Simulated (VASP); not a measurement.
CdSe, 2 atoms in the cell. Symmetry: F-43m, No. 216, cubic system. Conventional cell: a = 6.099 Å, b = 6.099 Å, c = 6.099 Å, α = 90.00°, β = 90.00°, γ = 90.00°. Within 3.5 Å of Cd (site symmetry -43m) lie 4 Se at 2.64 Å. Se (site symmetry -43m) has 4 Cd at 2.64 Å within 3.5 Å.  This cell differs from its parent crystal: volume scaled by 0.98.

| Item | Value |
| --- | --- |
| Program | VASP 6.6.1 |
| Task | single point |
| Functional | LDA |
| Potentials or basis | VASP PAW LDA potentials, release 64 (Cd, Se) |
| Cutoff | 520 eV |
| k mesh | 8 × 8 × 8 |
| Occupations | fermi-dirac, width 0.03 eV |
| Spin | no spin polarisation |
| Dipole correction | no |
| Further INCAR settings | ALGO = Normal; EDIFF = 1e-06; NBANDS = 16 |

Potentials or basis: VASP PAW LDA potentials, release 64 (Cd, Se).

The run is started by

```sh
$ cat potpaw_LDA.64/Cd/POTCAR potpaw_LDA.64/Se/POTCAR > POTCAR
$ mpirun -np 1 vasp_std > vasp.out
```

Hardware: 1 thread of Intel(R) Xeon(R) Platinum 8488C (Sapphire Rapids), with other jobs on the host.

Task: How long does it take, and how much memory?

Result: It took 17 s on 1 thread of Intel(R) Xeon(R) Platinum 8488C (Sapphire Rapids), with other jobs on the host, peak memory 0.16 GiB. Counts: scf iterations 12, k points 29.
